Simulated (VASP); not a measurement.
Wanted: the native input for a VASP 6.6.1 run.

- Task: single point
- Functional: PBE0
- Potentials or basis: VASP PAW PBE potentials, release 64 (Si, C)
- Cutoff: 520 eV
- k mesh: 6 × 4 × 6
- Occupations: gaussian, width 0.01 eV
- Spin: no spin polarisation
- Dipole correction: no
- Grid for exact exchange (PRECFOCK): Normal
- Further INCAR settings: ALGO = Normal; EDIFF = 1e-06; NBANDS = 16
- Share of exact exchange: 0.25

SiC:

```
Si C
1.0
     3.09695    0.00000    0.00000
     0.00000    4.37974    0.00000
     0.00000    0.00000    3.09695
Si C
2 2
Direct
  0.00000 0.00000 0.00000
  0.50000 0.50000 0.50000
  0.00000 0.25000 0.50000
  0.50000 0.75000 0.00000
```

The input as run:

POSCAR

```
SiC
1.0
    3.0969462161      0.0000000000      0.0000000000
    0.0000000000      4.3797433407      0.0000000000
    0.0000000000      0.0000000000      3.0969462161
Si C
2 2
Direct
    0.0000000000      0.0000000000      0.0000000000
    0.5000000000      0.5000000000      0.5000000000
    0.0000000000      0.2500000000      0.5000000000
    0.5000000000      0.7500000000      0.0000000000
```

INCAR.step1

```
SYSTEM = SiC
ALGO = Normal ; EDIFF = 1E-5
ENCUT = 520 ; GGA = PE
GGA_COMPAT = .False. ; ISIF = 2
ISMEAR = 0 ; LASPH = .True.
LCHARG = .False. ; LREAL = .False.
LWAVE = .True. ; NBANDS = 16
NELM = 120 ; PREC = Accurate
SIGMA = 0.01
```

INCAR.step2

```
SYSTEM = SiC
AEXX = 0.25 ; ALGO = Normal
EDIFF = 1E-6 ; ENCUT = 520
GGA = PE ; GGA_COMPAT = .False.
ISIF = 2 ; ISMEAR = 0
ISTART = 1 ; LASPH = .True.
LCHARG = .False. ; LHFCALC = .True.
LREAL = .False. ; LWAVE = .False.
NBANDS = 16 ; NELM = 120
PREC = Accurate ; PRECFOCK = Normal
SIGMA = 0.01
```

KPOINTS

```
k-points
0
Gamma
  6 4 6
  0 0 0
```

Potentials or basis: VASP PAW PBE potentials, release 64 (Si, C).

Command:

```console
$ cat potpaw_PBE.64/Si/POTCAR potpaw_PBE.64/C/POTCAR > POTCAR
$ cp INCAR.step1 INCAR
$ mpirun -np 1 vasp_std > vasp.out
$ cp INCAR.step2 INCAR
$ mpirun -np 1 vasp_std > vasp.out
```

Results of the run:

| Quantity | Value |
| --- | --- |
| Pressure | -5.3 GPa |
| Band gap on the k mesh | 2.97 eV |

Caveat: the cell stands under tension; the PAW data sets were made with another functional, which shifts forces and pressure a little.

Run time: 77 min on 1 thread of Intel Xeon 8259CL (shared host), peak memory 0.15 GiB.
